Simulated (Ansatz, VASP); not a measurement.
**HfO2: VASP beside Ansatz**

INCAR

```
SYSTEM = HfO2
ALGO = Normal
EDIFF = 1E-6
ENCUT = 520
GGA = PE
ISIF = 2
ISMEAR = 0
LASPH = .TRUE.
LCHARG = .FALSE.
LREAL = .FALSE.
LWAVE = .FALSE.
NBANDS = 31
NELM = 100
PREC = Accurate
SIGMA = 0.05
```

File KPOINTS:

```
k-points
0
G
  6 6 6
  0 0 0
```

POSCAR

```
HfO2
1.0
    0.0000000000     -2.5489194559     -2.5489194559
    0.0000000000      2.5489194559     -2.5489194559
    5.0978389119      0.0000000000      0.0000000000
Hf O
2 4
Direct
    0.5000000000      0.5000000000      0.5000000000
    0.0000000000      0.0000000000      0.0000000000
    0.0000000000      0.5000000000      0.7326985510
    0.5000000000      0.0000000000      0.2673014490
    0.0000000000      0.5000000000      0.2326985510
    0.5000000000      0.0000000000      0.7673014490
```

Input for Ansatz:

```yaml
crystal:
  lattice:
    - [0.0, -2.5489194559, -2.5489194559]
    - [0.0, 2.5489194559, -2.5489194559]
    - [5.0978389119, 0.0, 0.0]
  atoms:
    - { symbol: Hf, position: [0.5, 0.5, 0.5] }
    - { symbol: Hf, position: [0.0, 0.0, 0.0] }
    - { symbol: O, position: [0.0, 0.5, 0.732698551] }
    - { symbol: O, position: [0.5, 0.0, 0.267301449] }
    - { symbol: O, position: [0.0, 0.5, 0.232698551] }
    - { symbol: O, position: [0.5, 0.0, 0.767301449] }
basis:
  ecutwfc: 520.0
kpoints:
  mp_grid: { grid: [6, 6, 6] }
hamiltonian:
  xc: pbe
  pseudopotentials: { kind: paw, azcp: { folder: soft_1 } }
scf:
  occupations: { method: gaussian, width: 0.05 }
output:
  forces: true
  stress: true
  eigenvalues: true
```

Change from the starting cell: mode 1 frozen in at -0.088 Å and mode 5 at +0.000 Å (largest displacements).

Alike in both runs: task single point; functional PBE; k mesh 6 × 6 × 6; occupations gaussian, width 0.05 eV; no spin polarisation.

```csv
,VASP,Ansatz
version,VASP 6.6.1,Ansatz 0.2.0
potentials or method,"VASP PAW PBE potentials, release 64 (Hf_pv, O), cutoff 520 eV","scalar-relativistic, plane waves, PAW"
valence electrons in the cell,44,76
```

VASP gave:

```
gap on the k mesh at the Fermi level (eV)                     : 3.96
least direct gap on the mesh (eV)                             : 3.96
pressure (GPa)                                                : -3.0
traceless stress, the component that is largest in VASP (GPa) : 1.06
rms of the force components (eV/Å)                            : 0.112
```

Estimate Ansatz's values.

gap on the k mesh at the Fermi level (eV): 3.95; least direct gap on the mesh (eV): 3.95; pressure (GPa): 0.6; traceless stress, the component that is largest in VASP (GPa): 1.03; rms of the force components (eV/Å): 0.105.

Atom by atom the forces differ by 0.008 eV/Å (rms over components). The functional is the same, so the differences come from potentials, cutoffs and numerics. VASP's potentials hold 44 valence electrons a cell and Ansatz's 76, so a difference there can come from the potentials and not from the codes.

Spin-orbit coupling is off throughout.
